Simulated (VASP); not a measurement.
# InAs (F-43m) in VASP: notebook, part 2 of 2

VASP 6.6.1. The steps go on from the part before.

## 3. Single point, r2SCAN

File POSCAR:

```
InAs
1.0
    0.0000000000      3.0535616558      3.0535616558
    3.0535616558      0.0000000000      3.0535616558
    3.0535616558      3.0535616558      0.0000000000
In As
1 1
Direct
    0.7500000000      0.7500000000      0.7500000000
    0.0000000000      0.0000000000      0.0000000000
```

File INCAR.step1:

```
ALGO = Normal ; EDIFF = 1E-4
ENCUT = 520 ; GGA = PE
ISMEAR = 0 ; LASPH = True
LCHARG = False ; LREAL = False
LWAVE = True ; NBANDS = 16
NELM = 100 ; PREC = Accurate
SIGMA = 0.01
```

File INCAR.step2:

```
ALGO = Normal ; EDIFF = 1E-6
ENCUT = 520 ; ISIF = 2
ISMEAR = 0 ; ISTART = 1
LASPH = True ; LCHARG = False
LMIXTAU = True ; LREAL = False
LWAVE = False ; METAGGA = R2SCAN
NBANDS = 16 ; NELM = 100
PREC = Accurate ; SIGMA = 0.01
```

File KPOINTS:

```
k-points
0
Gamma
  10 10 10
```

Potentials or basis: VASP PAW PBE potentials, release 64 (In_d, As).

The run is started by

```sh
$ cat potpaw_PBE.64/In_d/POTCAR potpaw_PBE.64/As/POTCAR > POTCAR
$ cp INCAR.step1 INCAR
$ mpirun -np 1 vasp_std > vasp.out
$ cp INCAR.step2 INCAR
$ mpirun -np 1 vasp_std > vasp.out
```

OUTCAR:

```text
EDIFF = 1E-6
   ENCUT = 520
   ISIF = 2
   ISMEAR = 0
   ISTART = 1
   LASPH = True
   LREAL = False
   METAGGA = R2SCAN
   NELM = 100
   PREC = Accurate

 ion  position               nearest neighbor table
   1  0.750  0.750  0.750-   2 2.64   2 2.64   2 2.64   2 2.64
   2  0.000  0.000  0.000-   1 2.64   1 2.64   1 2.64   1 2.64

  LATTYP: Found a face centered cubic cell.
 ALAT       =     6.1071233116

  Lattice vectors:

 A1 = (   0.0000000000,   3.0535616558,   3.0535616558)
 A2 = (   3.0535616558,   0.0000000000,   3.0535616558)
 A3 = (   3.0535616558,   3.0535616558,   0.0000000000)

Analysis of symmetry for initial positions (statically):
=====================================================================
 Subroutine PRICEL returns:
 Original cell was already a primitive cell.

 Routine SETGRP: Setting up the symmetry group for a
 face centered cubic supercell.

 Subroutine GETGRP returns: Found 24 space group operations
 (whereof 24 operations were pure point group operations)
 out of a pool of 48 trial point group operations.

The static configuration has the point symmetry T_d .

Analysis of symmetry for dynamics (positions and initial velocities):
=====================================================================
 Subroutine PRICEL returns:
 Original cell was already a primitive cell.

 Routine SETGRP: Setting up the symmetry group for a
 face centered cubic supercell.

 Subroutine GETGRP returns: Found 24 space group operations
 (whereof 24 operations were pure point group operations)
 out of a pool of 48 trial point group operations.

The dynamic configuration has the point symmetry T_d .

 Subroutine INISYM returns: Found 24 space group operations
 (whereof 24 operations are pure point group operations),
 and found     1 'primitive' translations

----------------------------------------------------------------------------------------
[... 110 lines left out ...]
   IALGO  =     38    algorithm
   IMIX   =      4    mixing-type and parameters
     AMIX     =   0.40;   BMIX     =  1.00
     AMIX_MAG =   1.60;   BMIX_MAG =  1.00
  volume/ion in A,a.u.               =      28.47       192.14
  Fermi-wavevector in a.u.,A,eV,Ry     =   1.115190  2.107404 16.920877  1.243649
  Thomas-Fermi vector in A             =   2.251793
   LORBIT       =      0    0 simple, 1 ext, 2 COOP (PROOUT), +10 PAW based schemes
   METAGGA = R2SCAN    functional components
   LHFCALC =     F    Hartree Fock is set to
   AEXX    =    0.0000 exact exchange contribution
   IVDW    =     0    specifies the selected vdW correction
   LEPSILON=     F    determine dielectric tensor
   LRPA    =     F    only Hartree local field effects (RPA)
 non-spin polarized calculation
 Gauss-broadening in eV      SIGMA  =   0.01
  energy-cutoff  :      520.00
  volume of cell :       56.94
 maximum number of plane-waves:      1550
   NGX = 17   NGY = 17   NGZ = 17

 number of electron      17.9999995 magnetization

 Free energy of the ion-electron system (eV)
  ---------------------------------------------------
  ext. energy  EPLUGINS =         0.00000000
  ---------------------------------------------------
  free energy    TOTEN  =       -38.06132437 eV

  energy without entropy =      -38.06132437  energy(sigma->0) =      -38.06132437

 E-fermi :   4.0201     XC(G=0):  -9.5210

 val. band max:        3.9758053372   @ k =   0.0000   0.0000   0.0000
 cond. band min:       4.0614285171   @ k =   0.0000   0.0000   0.0000
 fundamental gap:      0.0856231799
 Fermi energy:         4.0200682296

 k-point     1 :       0.0000    0.0000    0.0000
  band No.  band energies     occupation
      1     -10.8182      2.00000
      2     -10.8182      2.00000
      3     -10.8182      2.00000
      4     -10.6834      2.00000
      5     -10.6834      2.00000
      6      -8.1310      2.00000
[... 433 lines left out ...]
      3     -10.7575      2.00000
      4     -10.7080      2.00000
      5     -10.6668      2.00000
      6      -6.6834      2.00000
[... 8 lines left out ...]
     15      15.5463      0.00000
     16      16.5199      0.00000

 [... further k-points ...]

------------------------ aborting loop because EDIFF is reached ----------------------------------------

  FORCE on cell =-STRESS in cart. coord.  units (eV):
  Direction    XX          YY          ZZ          XY          YZ          ZX
  --------------------------------------------------------------------------------------
  -------------------------------------------------------------------------------------
  Total        0.0148211      0.0148211      0.0148211      0.0000000      0.0000000     -0.0000000
  in kB        0.4170045      0.4170045      0.4170045      0.0000000      0.0000000     -0.0000000
  external PRESSURE =       0.4170045 kB  Pullay stress =       0.0000000 kB

 VOLUME and BASIS-vectors are now :
 -----------------------------------------------------------------------------
  energy-cutoff  :      520.00
  volume of cell :       56.94
      direct lattice vectors                 reciprocal lattice vectors
     0.000000000  3.053561656  3.053561656    -0.163743214  0.163743214  0.163743214
     3.053561656  0.000000000  3.053561656     0.163743214 -0.163743214  0.163743214
     3.053561656  3.053561656  0.000000000     0.163743214  0.163743214 -0.163743214

 POSITION                                       TOTAL-FORCE (eV/Angst)
 -----------------------------------------------------------------------------------
      4.58034      4.58034      4.58034         0.000000     -0.000000     -0.000000
      0.00000      0.00000      0.00000        -0.000000      0.000000      0.000000
 -----------------------------------------------------------------------------------
    total drift:                               -0.000002     -0.000002     -0.000002

  FREE ENERGIE OF THE ION-ELECTRON SYSTEM (eV)
  ---------------------------------------------------
  free  energy   TOTEN  =       -38.0613243733 eV

  energy  without entropy=      -38.0613243733  energy(sigma->0) =      -38.06132437
```

OUTCAR.step1:

```text
EDIFF = 1E-4
   ENCUT = 520
   GGA = PE
   ISMEAR = 0
   LASPH = True
[... 676 lines left out ...]
 -----------------------------------------------------------------------------------
      4.58034      4.58034      4.58034         0.000000     -0.000000     -0.000000
      0.00000      0.00000      0.00000        -0.000000      0.000000      0.000000
 -----------------------------------------------------------------------------------
    total drift:                               -0.000000     -0.000000     -0.000000

  FREE ENERGIE OF THE ION-ELECTRON SYSTEM (eV)
  ---------------------------------------------------
  free  energy   TOTEN  =        -7.7038811331 eV

  energy  without entropy=       -7.7038657068  energy(sigma->0) =       -7.70387342
```

It took 50 s on 1 thread of Intel Xeon 6975P-C (Granite Rapids), shared host; peak memory 0.21 GiB.

What came out:

* Free energy: -38.0613 eV
* Pressure: 0.0 GPa
* Band gap on the k mesh: 0.09 eV

Levels at points of the mesh, in eV from the valence-band top:
```csv
k point,band 6,band 7,band 8,band 9,band 10,band 11,band 12,band 13
"(0.00, 0.00, 0.00)",-12.11,0.00,0.00,0.00,0.09,4.26,4.26,4.26
"(0.50, 0.00, 0.00)",-10.66,-5.73,-0.97,-0.97,1.25,5.03,5.03,7.24
"(0.50, 0.50, 0.00)",-10.12,-5.81,-2.29,-2.29,1.87,2.35,9.63,9.73
```

Caveat: the PAW data sets were made with another functional, which shifts forces and pressure a little; spin-orbit coupling is left out, which moves the levels of the heavy elements.

## 4. Relaxation of cell and atoms, r2SCAN

POSCAR is that of step 3.

File INCAR.step1:

```
PREC = Accurate ; ENCUT = 600
ISMEAR = 0 ; SIGMA = 0.01
LREAL = F ; LASPH = T
NELM = 80 ; GGA = PE
ALGO = Normal ; EDIFF = 1E-4
LWAVE = T ; LCHARG = F
```

File INCAR.step2:

```
PREC = Accurate ; ENCUT = 600
EDIFF = 1E-6 ; ISMEAR = 0
SIGMA = 0.01 ; LREAL = F
LASPH = T ; NELM = 80
ALGO = Normal ; ISIF = 3
LWAVE = F ; LCHARG = F
METAGGA = R2SCAN ; LMIXTAU = T
IBRION = 2 ; NSW = 100
EDIFFG = -0.01 ; ISTART = 1
```

File KPOINTS:

```
Automatic mesh
0
Gamma
  10 10 10
```

Potentials or basis: VASP PAW PBE potentials, release 64 (In_d, As).

The run is started by

```sh
$ cat potpaw_PBE.64/In_d/POTCAR potpaw_PBE.64/As/POTCAR > POTCAR
$ cp INCAR.step1 INCAR
$ mpirun -np 1 vasp_std > vasp.out
$ cp INCAR.step2 INCAR
$ mpirun -np 1 vasp_std > vasp.out
```

OUTCAR:

```text
PREC = Accurate
   ENCUT = 600
   EDIFF = 1E-6
   ISMEAR = 0
   LREAL = F
   LASPH = T
   NELM = 80
   ISIF = 3
   METAGGA = R2SCAN
   IBRION = 2
   NSW = 100
   EDIFFG = -0.01
   ISTART = 1

 ion  position               nearest neighbor table
   1  0.750  0.750  0.750-   2 2.64   2 2.64   2 2.64   2 2.64
   2  0.000  0.000  0.000-   1 2.64   1 2.64   1 2.64   1 2.64

  LATTYP: Found a face centered cubic cell.
 ALAT       =     6.1071233116

  Lattice vectors:

 A1 = (   0.0000000000,   3.0535616558,   3.0535616558)
 A2 = (   3.0535616558,   0.0000000000,   3.0535616558)
 A3 = (   3.0535616558,   3.0535616558,   0.0000000000)

Analysis of symmetry for initial positions (statically):
=====================================================================
 Subroutine PRICEL returns:
 Original cell was already a primitive cell.

 Routine SETGRP: Setting up the symmetry group for a
 face centered cubic supercell.

 Subroutine GETGRP returns: Found 24 space group operations
 (whereof 24 operations were pure point group operations)
 out of a pool of 48 trial point group operations.

[... 222 lines left out ...]
      5     -10.6995      2.00000
      6      -8.1366      2.00000
      7       3.9598      2.00000
      8       3.9598      2.00000
      9       3.9598      2.00000
     10       4.0360      0.00000
     11       8.2155      0.00000
     12       8.2155      0.00000
     13       8.2155      0.00000
[... 354 lines left out ...]
  band No.  band energies     occupation
      1     -10.9782      2.00000
      2     -10.7751      2.00000
      3     -10.7730      2.00000
      4     -10.7238      2.00000
      5     -10.6828      2.00000
      6      -6.6937      2.00000
      7      -0.9839      2.00000
      8       1.8082      2.00000
      9       2.0619      2.00000
     10       6.3140      0.00000
     11       7.0356      0.00000
     12      10.9923      0.00000
     13      11.7417      0.00000

 [... further k-points ...]

------------------------ aborting loop because EDIFF is reached ----------------------------------------

  FORCE on cell =-STRESS in cart. coord.  units (eV):
  Direction    XX          YY          ZZ          XY          YZ          ZX
  --------------------------------------------------------------------------------------
  -------------------------------------------------------------------------------------
  Total        0.0083285      0.0083285      0.0083285      0.0000000      0.0000000      0.0000000
  in kB        0.2339397      0.2339397      0.2339397      0.0000000      0.0000000      0.0000000
  external PRESSURE =       0.2339397 kB  Pullay stress =       0.0000000 kB

 VOLUME and BASIS-vectors are now :
 -----------------------------------------------------------------------------
  energy-cutoff  :      600.00
  volume of cell :       57.04
      direct lattice vectors                 reciprocal lattice vectors
     0.000000000  3.055252406  3.055252406    -0.163652600  0.163652600  0.163652600
     3.055252406  0.000000000  3.055252406     0.163652600 -0.163652600  0.163652600
     3.055252406  3.055252406  0.000000000     0.163652600  0.163652600 -0.163652600

 POSITION                                       TOTAL-FORCE (eV/Angst)
 -----------------------------------------------------------------------------------
      4.58288      4.58288      4.58288        -0.000000      0.000000      0.000000
      0.00000      3.05525      3.05525         0.000000     -0.000000     -0.000000
 -----------------------------------------------------------------------------------
    total drift:                               -0.000002     -0.000002     -0.000002

  FREE ENERGIE OF THE ION-ELECTRON SYSTEM (eV)
  ---------------------------------------------------
  free  energy   TOTEN  =       -38.0624442727 eV

  energy  without entropy=      -38.0624442727  energy(sigma->0) =      -38.06244427

 reached required accuracy - stopping structural energy minimisation
```

OSZICAR.step1:

```text
N       E                     dE             d eps       ncg     rms          rms(c)
DAV:   1     0.110513357282E+03    0.11051E+03   -0.96282E+03  1222   0.170E+03
DAV:   2     0.312648052491E+00   -0.11020E+03   -0.10668E+03  1237   0.335E+02
DAV:   3    -0.774961983263E+01   -0.80623E+01   -0.79502E+01  1597   0.909E+01
DAV:   4    -0.796195085773E+01   -0.21233E+00   -0.21219E+00  1325   0.166E+01
DAV:   5    -0.797041762155E+01   -0.84668E-02   -0.84664E-02  1849   0.312E+00    0.446E+00
DAV:   6    -0.772418106843E+01    0.24624E+00   -0.44525E-01  1798   0.123E+01    0.246E+00
DAV:   7    -0.770212416289E+01    0.22057E-01   -0.13758E-01  1749   0.356E+00    0.679E-01
DAV:   8    -0.770306651933E+01   -0.94236E-03   -0.13271E-02  1478   0.168E+00    0.222E-01
DAV:   9    -0.770375116866E+01   -0.68465E-03   -0.13563E-03  1462   0.462E-01    0.128E-01
DAV:  10    -0.770386486924E+01   -0.11370E-03   -0.15474E-04  1270   0.175E-01    0.658E-02
DAV:  11    -0.770390546421E+01   -0.40595E-04   -0.16849E-04  1196   0.196E-01
   1 F= -.77039055E+01 E0= -.77038978E+01  d E =-.154262E-04
```

It took 1.9 min on 1 thread of Intel Xeon 6975P-C (Granite Rapids), shared host; peak memory 0.25 GiB.

Results:

| Quantity | Value |
| --- | --- |
| Free energy | -38.0624 eV |
| Relaxed volume | 28.52 Å³/atom |
| Relaxed cell | a = 4.321 Å, b = 4.321 Å, c = 4.321 Å, α = 60.00°, β = 60.00°, γ = 60.00° |
| Space group after relaxing (to 0.1 Å) | F-43m (No. 216) |
| Energy gained by relaxing | 0.0 meV/atom |
| Ionic steps | 2 |
| Pressure after relaxing | 0.0 GPa |
| Band gap on the k mesh | 0.08 eV |

Final structure:
```xyz
2
Lattice="0.0000 3.0553 3.0553 3.0553 0.0000 3.0553 3.0553 3.0553 0.0000" Properties=species:S:1:pos:R:3 pbc="T T T"
In    4.5829    4.5829    4.5829
As    0.0000    3.0553    3.0553
```

Caveat: the PAW data sets were made with another functional, which shifts forces and pressure a little; spin-orbit coupling is left out, which moves the levels of the heavy elements.

## 5. Overview

| task | cell | k mesh | cutoff (eV) | smearing | gap on the mesh (eV) | pressure (GPa) |
| --- | --- | --- | --- | --- | --- | --- |
| single point | as given | 6 × 6 × 6 | 520 | gaussian 0.1 eV | 0.08 | 0.1 |
| single point | as given | 10 × 10 × 10 | 520 | gaussian 0.01 eV | 0.09 | 0.0 |
| relaxation of cell and atoms | relaxed | 10 × 10 × 10 | 600 | gaussian 0.01 eV | 0.08 | 0.0 |

Alike in all rows: level r2SCAN; potentials or basis VASP PAW PBE potentials, release 64 (In_d, As); no spin polarisation.

Caveats: the PAW data sets were made with another functional, which shifts forces and pressure a little; spin-orbit coupling is left out, which moves the levels of the heavy elements.

Absolute energies hang on the potentials; compare differences alone.
